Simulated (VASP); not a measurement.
Write the native input for VASP 6.6.1 that does the following.

| Quantity | Value |
| --- | --- |
| Task | single point |
| Functional | LDA |
| Potentials or basis | VASP PAW PBE potentials, release 64 (Yb) |
| Cutoff | 520 eV |
| k mesh | 6 × 6 × 3 |
| Occupations | fermi-dirac, width 0.1 eV |
| Spin | no spin polarisation |
| Dipole correction | no |
| Further INCAR settings | ALGO = Normal; EDIFF = 1e-06; NBANDS = 31 |

The structure of Yb lies in POSCAR:

```
Yb
1.0
    3.9517517072      0.0197769282     -0.1576763267
   -1.9587544847      3.3313591549      0.0548083471
   -0.2595260092     -0.0456636393      6.3011729019
Yb
2
Direct
    0.3306500000      0.6662400000      0.2471300000
    0.6651100000      0.3304200000      0.7477400000
```

These files were run (other wordings do the same):

INCAR

```
  PREC = Accurate
  ENCUT = 520
  EDIFF = 1E-6
  ISMEAR = -1
  SIGMA = 0.1
  LREAL = False
  LASPH = True
  NELM = 60
  ALGO = Normal
  ISIF = 2
  LWAVE = False
  LCHARG = True
  GGA = CA
  LELF = True
  LVHAR = True
  NBANDS = 31
```

KPOINTS

```
regular mesh
0
Gamma
  6 6 3
```

Potentials or basis: VASP PAW PBE potentials, release 64 (Yb).

Command:

```console
$ cat potpaw_PBE.64/Yb/POTCAR > POTCAR
$ mpirun -np 1 vasp_std > vasp.out
```

It gave:

```
Pressure               : -5.6 GPa
Largest force          : 0.006 eV/Å
Band gap on the k mesh : zero (bands 24 and 25 overlap by 0.11 eV)
```

Caveat: the cell stands under tension; the PAW data sets were made with another functional, which shifts forces and pressure a little; spin-orbit coupling is left out, which moves the levels of the heavy elements.

Wall time 3.5 min on 1 thread of Intel(R) Xeon(R) 6975P-C (Granite Rapids), with other jobs on the host, peak memory 0.25 GiB.
